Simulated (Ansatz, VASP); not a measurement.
**TaN in VASP and in Ansatz**

```
Ta N
1.0
     0.00000   -2.20811   -2.20811
     0.00000    2.20811   -2.20811
     4.41622    0.00000    0.00000
Ta N
2 2
Direct
  0.54855 0.45145 0.97948
  0.95145 0.04855 0.52052
  0.44588 0.55412 0.45363
  0.05412 0.94588 0.04637
```

Change from the starting cell: mode 1 frozen in at -0.205 Å and mode 2 at -0.239 Å (largest displacements).

Alike in both runs: task single point; functional PBE; k mesh 14 × 14 × 10; occupations gaussian, width 0.15 eV; no spin polarisation.

```csv
,VASP,Ansatz
version,VASP 6.6.1,Ansatz 0.2.0
potentials or method,"VASP PAW PBE potentials, release 64 (Ta_pv, N), cutoff 520 eV","scalar-relativistic, plane waves, PAW"
valence electrons in the cell,32,36
```

Ansatz gave:

```
gap on the k mesh at the Fermi level (eV)                     : none
pressure (GPa)                                                : 2.7
traceless stress, the component that is largest in VASP (GPa) : -11.92
rms of the force components (eV/Å)                            : 0.930
```

Problem. Estimate VASP's values.

Solution. gap on the k mesh at the Fermi level (eV): none; pressure (GPa): 3.6; traceless stress, the component that is largest in VASP (GPa): -12.03; rms of the force components (eV/Å): 0.928.

Atom by atom the forces differ by 0.016 eV/Å (rms over components). A gap of «none» marks a metal or a gap that the smearing closes. The functional is the same, so the differences come from potentials, cutoffs and numerics. VASP's potentials hold 32 valence electrons a cell and Ansatz's 36, so a difference there can come from the potentials and not from the codes.

Spin-orbit coupling is off throughout.
